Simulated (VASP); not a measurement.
# ZnS (rocksalt type) (Fm-3m) in VASP: a series of runs, part 2 of 2

VASP 6.6.1. Earlier steps stand in the parts before.

### Step 4. Single point, LDA (volume scaled by 0.72)

The input, INCAR:

```
PREC = Accurate
ENCUT = 500
EDIFF = 1E-6
ISMEAR = -1
SIGMA = 0.08
LREAL = False
LASPH = True
NELM = 120
ALGO = Normal
ISIF = 2
LWAVE = False
LCHARG = True
LELF = True
LVHAR = True
NBANDS = 16
GGA_COMPAT = False
```

The input, KPOINTS:

```
regular mesh
0
Gamma
  16 16 16
```

The input, POSCAR:

```
ZnS
1.0
    0.0000000000      2.2256894064      2.2256894064
    2.2256894064      0.0000000000      2.2256894064
    2.2256894064      2.2256894064      0.0000000000
Zn S
1 1
Direct
    0.0000000000      0.0000000000      0.0000000000
    0.5000000000      0.5000000000      0.5000000000
```

Potentials or basis: VASP PAW LDA potentials, release 64 (Zn, S).

On the command line:

```bash
$ cat potpaw_LDA.64/Zn/POTCAR potpaw_LDA.64/S/POTCAR > POTCAR
$ mpirun -np 1 vasp_std > vasp.out
```

OUTCAR:

```text
PREC = Accurate
   ENCUT = 500
   EDIFF = 1E-6
   ISMEAR = -1
   LREAL = False
   LASPH = True
   NELM = 120
   ISIF = 2

 ion  position               nearest neighbor table
   1  0.000  0.000  0.000-   2 2.23   2 2.23   2 2.23   2 2.23   2 2.23   2 2.23
   2  0.500  0.500  0.500-   1 2.23   1 2.23   1 2.23   1 2.23   1 2.23   1 2.23

  LATTYP: Found a face centered cubic cell.
 ALAT       =     4.4513788128

  Lattice vectors:

 A1 = (   0.0000000000,   2.2256894064,   2.2256894064)
 A2 = (   2.2256894064,   0.0000000000,   2.2256894064)
 A3 = (   2.2256894064,   2.2256894064,   0.0000000000)

Analysis of symmetry for initial positions (statically):
=====================================================================
 Subroutine PRICEL returns:
 Original cell was already a primitive cell.

 Routine SETGRP: Setting up the symmetry group for a
 face centered cubic supercell.

 Subroutine GETGRP returns: Found 48 space group operations
 (whereof 48 operations were pure point group operations)
 out of a pool of 48 trial point group operations.

The static configuration has the point symmetry O_h .

Analysis of symmetry for dynamics (positions and initial velocities):
=====================================================================
 Subroutine PRICEL returns:
 Original cell was already a primitive cell.

 Routine SETGRP: Setting up the symmetry group for a
 face centered cubic supercell.

 Subroutine GETGRP returns: Found 48 space group operations
 (whereof 48 operations were pure point group operations)
 out of a pool of 48 trial point group operations.

The dynamic configuration has the point symmetry O_h .

 Subroutine INISYM returns: Found 48 space group operations
 (whereof 48 operations are pure point group operations),
 and found     1 'primitive' translations

----------------------------------------------------------------------------------------

                                     Primitive cell

  volume of cell :      22.0508

  direct lattice vectors                    reciprocal lattice vectors
     0.000000000  2.225689406  2.225689406    -0.224649494  0.224649494  0.224649494
     2.225689406  0.000000000  2.225689406     0.224649494 -0.224649494  0.224649494
     2.225689406  2.225689406  0.000000000     0.224649494  0.224649494 -0.224649494

  length of vectors
     3.147600144  3.147600144  3.147600144     0.389104338  0.389104338  0.389104338

  position of ions in fractional coordinates (direct lattice)
     0.000000000  0.000000000  0.000000000
     0.500000000  0.500000000  0.500000000

  ion indices of the primitive-cell ions
   primitive index   ion index
                 1           1
                 2           2

----------------------------------------------------------------------------------------

 KPOINTS: regular mesh

Automatic generation of k-mesh.
 Grid dimensions read from file:
 generate k-points for:   16   16   16

 Generating k-lattice:

  Cartesian coordinates                     Fractional coordinates (reciprocal lattice)
    -0.014040593  0.014040593  0.014040593     0.062500000  0.000000000  0.000000000
     0.014040593 -0.014040593  0.014040593     0.000000000  0.062500000  0.000000000
     0.014040593  0.014040593 -0.014040593     0.000000000  0.000000000  0.062500000

  Length of vectors
     0.024319021  0.024319021  0.024319021

  Shift w.r.t. Gamma in fractional coordinates (k-lattice)
     0.000000000  0.000000000  0.000000000

 Subroutine IBZKPT returns following result:
 ===========================================

 Found    145 irreducible k-points:

 Following reciprocal coordinates:
            Coordinates               Weight
  0.000000  0.000000  0.000000      1.000000
  0.062500  0.000000  0.000000      8.000000
  0.125000  0.000000  0.000000      8.000000
  0.187500  0.000000  0.000000      8.000000
  0.250000  0.000000  0.000000      8.000000
  0.312500  0.000000  0.000000      8.000000
[... 16 lines left out ...]
 -0.125000  0.062500  0.000000     24.000000
 -0.062500  0.062500  0.000000     12.000000
 [... further k-points ...]
   k-points           NKPTS =    145   k-points in BZ     NKDIM =    145   number of bands    NBANDS=     16
   number of dos      NEDOS =    301   number of ions     NIONS =      2
   total plane-waves  NPLWV =  13824
   dimension x,y,z NGX =    24 NGY =   24 NGZ =   24
   dimension x,y,z NGXF=    48 NGYF=   48 NGZF=   48
   ions per type =               1   1
   NGX,Y,Z   is equivalent  to a cutoff of  12.68, 12.68, 12.68 a.u.
   NGXF,Y,Z  is equivalent  to a cutoff of  25.35, 25.35, 25.35 a.u.
 SYSTEM =  unknown system
   PREC   = accura    normal or accurate (medium, high low for compatibility)
   ISTART =      0    job   : 0-new  1-cont  2-samecut
   ICHARG =      2    charge: 1-file 2-atom 10-const
   ISPIN  =      1    spin polarized calculation?
   LNONCOLLINEAR =      F non collinear calculations
   LSORBIT =      F    spin-orbit coupling
   LASPH  =      T    aspherical Exc in radial PAW
   ENCUT  =  500.0 eV  36.75 Ry    6.06 a.u.   5.74  5.74  5.74*2*pi/ulx,y,z
   NELM   =    120;   NELMIN=  2; NELMDL= -5     # of ELM steps
   EDIFF  = 0.1E-05   stopping-criterion for ELM
   LREAL  =      F    real-space projection
   EDIFFG = 0.1E-04   stopping-criterion for IOM
   NSW    =      0    number of steps for IOM
   IBRION =     -1    ionic relax: 0-MD 1-quasi-New 2-CG
   NFREE  =      0    steps in history (QN), initial steepest desc. (CG)
   ISIF   =      2    stress and relaxation
   ISYM   =      2    0-nonsym 1-usesym 2-fastsym
   POTIM  = 0.5000    time-step for ionic-motion
   TEBEG  =    0.0;   TEEND  =   0.0 temperature during run
   PSTRESS=    0.0 pullay stress
   NELECT =      18.0000    total number of electrons
   NUPDOWN=      -1.0000    fix difference up-down
   EMIN   =  10.00;   EMAX   =-10.00  energy-range for DOS
   EFERMI =   0.00;   METHOD = LEGACY
   ISMEAR =    -1;   SIGMA  =   0.08  broadening in eV -4-tet -1-fermi 0-gaus
   EFERMI_NEDOS =   21; number of points for ismear=-14 and -15
   IALGO  =     38    algorithm
   IMIX   =      4    mixing-type and parameters
     AMIX     =   0.40;   BMIX     =  1.00
     AMIX_MAG =   1.60;   BMIX_MAG =  1.00
  volume/ion in A,a.u.               =      11.03        74.40
  Fermi-wavevector in a.u.,A,eV,Ry     =   1.529999  2.891279 31.849831  2.340897
  Thomas-Fermi vector in A             =   2.637542
   LORBIT       =      0    0 simple, 1 ext, 2 COOP (PROOUT), +10 PAW based schemes
   GGA     = CA    functional components
   LHFCALC =     F    Hartree Fock is set to
   AEXX    =    0.0000 exact exchange contribution
   IVDW    =     0    specifies the selected vdW correction
   LEPSILON=     F    determine dielectric tensor
   LRPA    =     F    only Hartree local field effects (RPA)
 non-spin polarized calculation
  energy-cutoff  :      500.00
  volume of cell :       22.05
 maximum number of plane-waves:       569
   NGX = 11   NGY = 11   NGZ = 11

 number of electron      17.9999985 magnetization

 Free energy of the ion-electron system (eV)
  ---------------------------------------------------
  ext. energy  EPLUGINS =         0.00000000
  ---------------------------------------------------
  free energy    TOTEN  =        -6.15944010 eV

  energy without entropy =       -6.15255137  energy(sigma->0) =       -6.15599573

 E-fermi :   9.1727     XC(G=0): -13.2183

 val. band max:        9.1693872826   @ k =  -0.2500   0.1250   0.0000
 cond. band min:       9.1847413800   @ k =   0.3750   0.3750   0.0000
 fundamental gap:      0.0153540973
 Fermi energy:         9.1727291432

 k-point     1 :       0.0000    0.0000    0.0000
  band No.  band energies     occupation
      1      -8.9206      2.00000
      2       0.8859      2.00000
      3       0.8859      2.00000
      4       0.8998      2.00000
      5       0.8998      2.00000
      6       0.8998      2.00000
[... 8 lines left out ...]
     15      22.0752      0.00000
     16      22.0752      0.00000
[... 419 lines left out ...]
 k-point    24 :      -0.0625    0.0625    0.0000
  band No.  band energies     occupation
      1      -8.7182      2.00000
      2       0.7809      2.00000
      3       0.8167      2.00000
      4       0.8509      2.00000
      5       0.9278      2.00000
      6       0.9517      2.00000
[... 8 lines left out ...]
     15      20.9054      0.00000
     16      22.5498      0.00000

 [... further k-points ...]

------------------------ aborting loop because EDIFF is reached ----------------------------------------

  FORCE on cell =-STRESS in cart. coord.  units (eV):
  Direction    XX          YY          ZZ          XY          YZ          ZX
  --------------------------------------------------------------------------------------
  -------------------------------------------------------------------------------------
  Total       10.3037960     10.3037960     10.3037960      0.0000000      0.0000000      0.0000000
  in kB      748.6591916    748.6591916    748.6591916      0.0000000      0.0000000      0.0000000
  external PRESSURE =     748.6591916 kB  Pullay stress =       0.0000000 kB

 VOLUME and BASIS-vectors are now :
 -----------------------------------------------------------------------------
  energy-cutoff  :      500.00
  volume of cell :       22.05
      direct lattice vectors                 reciprocal lattice vectors
     0.000000000  2.225689406  2.225689406    -0.224649494  0.224649494  0.224649494
     2.225689406  0.000000000  2.225689406     0.224649494 -0.224649494  0.224649494
     2.225689406  2.225689406  0.000000000     0.224649494  0.224649494 -0.224649494

 POSITION                                       TOTAL-FORCE (eV/Angst)
 -----------------------------------------------------------------------------------
      0.00000      0.00000      0.00000         0.000000      0.000000      0.000000
      2.22569      2.22569      2.22569         0.000000      0.000000     -0.000000
 -----------------------------------------------------------------------------------
    total drift:                                0.000000     -0.000000     -0.000000

  FREE ENERGIE OF THE ION-ELECTRON SYSTEM (eV)
  ---------------------------------------------------
  free  energy   TOTEN  =        -6.1594400950 eV

  energy  without entropy=       -6.1525513711  energy(sigma->0) =       -6.15599573
```

stdout:

```text
POSCAR found type information on POSCAR ZnS
 POSCAR found :  2 types and       2 ions
 scaLAPACK will be used
 LDA part: xc-table for (Slater(with rela. corr.)+CA(PZ))
 , standard interpolation
 POSCAR, INCAR and KPOINTS ok, starting setup
 FFT: planning ... GRIDC
 FFT: planning ... GRID_SOFT
 FFT: planning ... GRID
 WAVECAR not read
 entering main loop
```

It took 23 s on 1 thread of Intel Xeon 6975P-C, shared host; peak memory 0.16 GiB.

Results:

```
Free energy            : -6.1594 eV
Pressure               : 74.9 GPa
Band gap on the k mesh : zero (band 9 reaches 9.19 eV, above the bottom of band 10 at 8.50 eV)
```

### Step 5. Single point, LDA (volume scaled by 0.8)

The input, INCAR:

```
PREC = Accurate
ENCUT = 500
EDIFF = 1E-6
ISMEAR = -1
SIGMA = 0.08
LREAL = F
LASPH = T
NELM = 120
ALGO = Normal
ISIF = 2
LWAVE = F
LCHARG = F
GGA = CA
NBANDS = 16
GGA_COMPAT = F
```

The input, KPOINTS:

```
Automatic mesh
0
Gamma
  16 16 16
```

The input, POSCAR:

```
ZnS
1.0
    0.0000000000      2.3052448240      2.3052448240
    2.3052448240      0.0000000000      2.3052448240
    2.3052448240      2.3052448240      0.0000000000
Zn S
1 1
Direct
    0.0000000000      0.0000000000      0.0000000000
    0.5000000000      0.5000000000      0.5000000000
```

Potentials or basis: VASP PAW LDA potentials, release 64 (Zn, S).

On the command line:

```bash
$ cat potpaw_LDA.64/Zn/POTCAR potpaw_LDA.64/S/POTCAR > POTCAR
$ mpirun -np 1 vasp_std > vasp.out
```

OUTCAR:

```text
PREC = Accurate
   ENCUT = 500
   EDIFF = 1E-6
   ISMEAR = -1
   LREAL = F
   LASPH = T
   NELM = 120
   ISIF = 2
   GGA = CA

 ion  position               nearest neighbor table
   1  0.000  0.000  0.000-   2 2.31   2 2.31   2 2.31   2 2.31   2 2.31   2 2.31
   2  0.500  0.500  0.500-   1 2.31   1 2.31   1 2.31   1 2.31   1 2.31   1 2.31

  LATTYP: Found a face centered cubic cell.
 ALAT       =     4.6104896480

  Lattice vectors:

 A1 = (   0.0000000000,   2.3052448240,   2.3052448240)
[... 640 lines left out ...]

------------------------ aborting loop because EDIFF is reached ----------------------------------------

  FORCE on cell =-STRESS in cart. coord.  units (eV):
  Direction    XX          YY          ZZ          XY          YZ          ZX
  --------------------------------------------------------------------------------------
  -------------------------------------------------------------------------------------
  Total        6.1836324      6.1836324      6.1836324     -0.0000000      0.0000000      0.0000000
  in kB      404.3645559    404.3645559    404.3645559     -0.0000000      0.0000000      0.0000000
  external PRESSURE =     404.3645559 kB  Pullay stress =       0.0000000 kB

 VOLUME and BASIS-vectors are now :
 -----------------------------------------------------------------------------
  energy-cutoff  :      500.00
  volume of cell :       24.50
      direct lattice vectors                 reciprocal lattice vectors
     0.000000000  2.305244824  2.305244824    -0.216896702  0.216896702  0.216896702
     2.305244824  0.000000000  2.305244824     0.216896702 -0.216896702  0.216896702
     2.305244824  2.305244824  0.000000000     0.216896702  0.216896702 -0.216896702

 POSITION                                       TOTAL-FORCE (eV/Angst)
 -----------------------------------------------------------------------------------
      0.00000      0.00000      0.00000         0.000000     -0.000000      0.000000
      2.30524      2.30524      2.30524        -0.000000      0.000000     -0.000000
 -----------------------------------------------------------------------------------
    total drift:                                0.000000     -0.000000     -0.000000

  FREE ENERGIE OF THE ION-ELECTRON SYSTEM (eV)
  ---------------------------------------------------
  free  energy   TOTEN  =        -7.0212407600 eV

  energy  without entropy=       -7.0144939160  energy(sigma->0) =       -7.01786734
```

stdout:

```text
POSCAR found type information on POSCAR ZnS
 POSCAR found :  2 types and       2 ions
 scaLAPACK will be used
 LDA part: xc-table for (Slater(with rela. corr.)+CA(PZ))
 , standard interpolation
 POSCAR, INCAR and KPOINTS ok, starting setup
 FFT: planning ... GRIDC
 FFT: planning ... GRID_SOFT
 FFT: planning ... GRID
 WAVECAR not read
 entering main loop
```

Run time: 23 s. Hardware: 1 thread of Intel Xeon 6975P-C, shared host; peak memory 0.17 GiB.

What came out:

```
Free energy            : -7.0212 eV
Pressure               : 40.4 GPa
Band gap on the k mesh : zero (band 9 reaches 7.53 eV, above the bottom of band 10 at 6.90 eV)
```

### Step 6. Summary

```tsv
cell	gap on the mesh (eV)	pressure (GPa)
a = 2.877 Å, angles 60.0°, 2 atoms	none	246.1
a = 3.026 Å, angles 60.0°, 2 atoms	none	131.7
a = 3.148 Å, angles 60.0°, 2 atoms	none	74.9
a = 3.260 Å, angles 60.0°, 2 atoms	none	40.4
```

Alike in all rows: task single point; level LDA; potentials or basis VASP PAW LDA potentials, release 64 (Zn, S); no spin polarisation; k mesh 16 × 16 × 16; cutoff (eV) 500; smearing fermi-dirac 0.08 eV.

Absolute energies hang on the potentials; compare differences alone.
